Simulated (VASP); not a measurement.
Wanted: the native input for a VASP 6.6.1 run.

```
Task                   : single point
Functional             : pbe exchange, lda correlation
Potentials or basis    : VASP PAW PBE potentials, release 64 (La, Zr_sv)
Cutoff                 : 500 eV
k mesh                 : 5 × 5 × 5
Occupations            : gaussian, width 0.05 eV
Spin                   : no spin polarisation
Dipole correction      : no
Further INCAR settings : ALGO = Normal; EDIFF = 1e-06; NBANDS = 30
```

The structure of La3Zr lies in POSCAR:

```
La3Zr
1.0
    5.2477329065      0.0000000000      0.0000000000
    0.0000000000      5.2477329065      0.0000000000
    0.0000000000      0.0000000000      5.2477329065
La Zr
3 1
Direct
    0.0000000000      0.5000000000      0.5000000000
    0.5000000000      0.0000000000      0.5000000000
    0.5000000000      0.5000000000      0.0000000000
    0.0000000000      0.0000000000      0.0000000000
```

One way to write it, as run:

INCAR

```
SYSTEM = La3Zr
PREC     = Accurate       ! precision mode
ENCUT    = 500            ! plane-wave cutoff, eV
EDIFF    = 1E-6           ! SCF threshold, eV
ISMEAR   = 0              ! smearing method
SIGMA    = 0.05           ! smearing width, eV
LREAL    = .False.        ! projectors in reciprocal space
LASPH    = .True.         ! aspherical terms in the spheres
NELM     = 200            ! most SCF steps
ALGO     = Normal         ! electronic algorithm
ISIF     = 2              ! what is computed and relaxed
LWAVE    = .False.        ! write WAVECAR
LCHARG   = .False.        ! write CHGCAR
GGA      = LIBXC          ! functional
LIBXC1   = GGA_X_PBE    
LIBXC2   = LDA_C_PW     
NBANDS   = 30             ! bands
GGA_COMPAT= .False.      
LMAXMIX  = 6              ! l up to which the mixer works
```

KPOINTS

```
Automatic mesh
0
Gamma
  5 5 5
  0 0 0
```

Potentials or basis: VASP PAW PBE potentials, release 64 (La, Zr_sv).

Run with:

```bash
$ cat potpaw_PBE.64/La/POTCAR potpaw_PBE.64/Zr_sv/POTCAR > POTCAR
$ mpirun -np 1 vasp_std > vasp.out
```

Results of the run:

```
Pressure               : 0.0 GPa
Band gap on the k mesh : zero (an odd number of electrons rules out a gap without spin polarisation)
```

Caveat: the PAW data sets were made with another functional, which shifts forces and pressure a little; spin-orbit coupling is left out, which moves the levels of the heavy elements.

Wall time 44 s on 1 thread of Intel(R) Xeon(R) Platinum 8488C (Sapphire Rapids) (shared host), peak memory 0.26 GiB.
